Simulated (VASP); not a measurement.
C:

```
C
1.0
     0.00000    1.78337    1.78337
     1.78337    0.00000    1.78337
     1.78337    1.78337    0.00000
C
2
Direct
  0.00000 0.00000 0.00000
  0.25000 0.25000 0.25000
```

* Program: VASP 6.6.1
* Task: relaxation of cell and atoms
* Functional: LDA
* Potentials or basis: VASP PAW LDA potentials, release 64 (C)
* Cutoff: 600 eV
* k mesh: 10 × 10 × 10
* Occupations: gaussian, width 0.1 eV
* Spin: no spin polarisation

At the start: pressure -12.4 GPa; volume 5.67 Å³/atom.

**Question.** How do energy, volume and symmetry change on relaxing?

**Answer.** Over 3 steps the energy falls by 6.2 meV/atom and the volume is 5.52 Å³/atom (-2.7 %); space group Fd-3m (No. 227, to 0.05 Å).

Step by step:
| step | energy change (eV) | largest force (eV/Å) | pressure (GPa) | volume (Å³) |
| --- | --- | --- | --- | --- |
| 1 | 0.0000 | 0.0000 | -12.37 | 11.34 |
| 2 | 0.0089 | 0.0000 | 17.94 | 10.64 |
| 3 | -0.0123 | 0.0000 | -0.11 | 11.03 |

Final structure:
```cif
data_structure
_symmetry_space_group_name_H-M 'P 1'
_symmetry_Int_Tables_number 1
_cell_length_a 2.4989
_cell_length_b 2.4989
_cell_length_c 2.4989
_cell_angle_alpha 60.000
_cell_angle_beta 60.000
_cell_angle_gamma 60.000
_cell_volume 11.03
loop_
_atom_site_label
_atom_site_type_symbol
_atom_site_fract_x
_atom_site_fract_y
_atom_site_fract_z
_atom_site_occupancy
C1 C 0.00000 0.00000 0.00000 1
C2 C 0.25000 0.25000 0.25000 1
```
